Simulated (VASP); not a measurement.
Here is a VASP 6.6.1 calculation.

POSCAR

```
NaH
1.0
    3.3191587685      0.0000000000      0.0000000000
   -1.6595793843      2.8744758127      0.0000000000
    0.0000000000      0.0000000000      5.8309537772
Na H
2 2
Direct
    0.0000000000      0.0000000000      0.0000000000
    0.0000000000      0.0000000000      0.5000000000
    0.3333333333      0.6666666667      0.2500000000
    0.6666666667      0.3333333333      0.7500000000
```

The input INCAR.step1:

```
SYSTEM = NaH
PREC = Accurate
ENCUT = 520
EDIFF = 1E-5
ISMEAR = -1
SIGMA = 0.001
LREAL = .False.
LASPH = .True.
NELM = 100
ALGO = Normal
ISIF = 2
LWAVE = .True.
NBANDS = 16
GGA = PE
```

Contents of INCAR.step2:

```
SYSTEM = NaH
PREC = Accurate
ENCUT = 520
EDIFF = 1E-7
ISMEAR = -1
SIGMA = 0.001
LREAL = .False.
LASPH = .True.
NELM = 100
ALGO = Normal
ISIF = 2
LWAVE = .False.
LCHARG = .True.
GGA = PE
LHFCALC = .True.
HFSCREEN = 0.2079
PRECFOCK = Normal
LELF = .True.
LVHAR = .True.
NBANDS = 16
ISTART = 1
```

KPOINTS

```
Automatic mesh
0
Gamma
  6 6 2
  0 0 0
```

Potentials or basis: VASP PAW PBE potentials, release 64 (Na_pv, H).

Run with:

```bash
$ cat potpaw_PBE.64/Na_pv/POTCAR potpaw_PBE.64/H/POTCAR > POTCAR
$ cp INCAR.step1 INCAR
$ mpirun -np 1 vasp_std > vasp.out
$ cp INCAR.step2 INCAR
$ mpirun -np 1 vasp_std > vasp.out
```

**Question.** Estimate the pressure.

**Answer.** 0.2 GPa.

**Question.** Estimate the band gap on the k mesh.

**Answer.** 4.50 eV (least direct gap 5.70 eV).

Stress tensor (GPa, compression positive):
```
0.15 0.00 0.00
0.00 0.15 0.00
0.00 0.00 0.31
```

Caveat: the k points lie up to 0.54 Å⁻¹ apart; the PAW data sets were made with another functional, which shifts forces and pressure a little. A k mesh can miss the band edges.
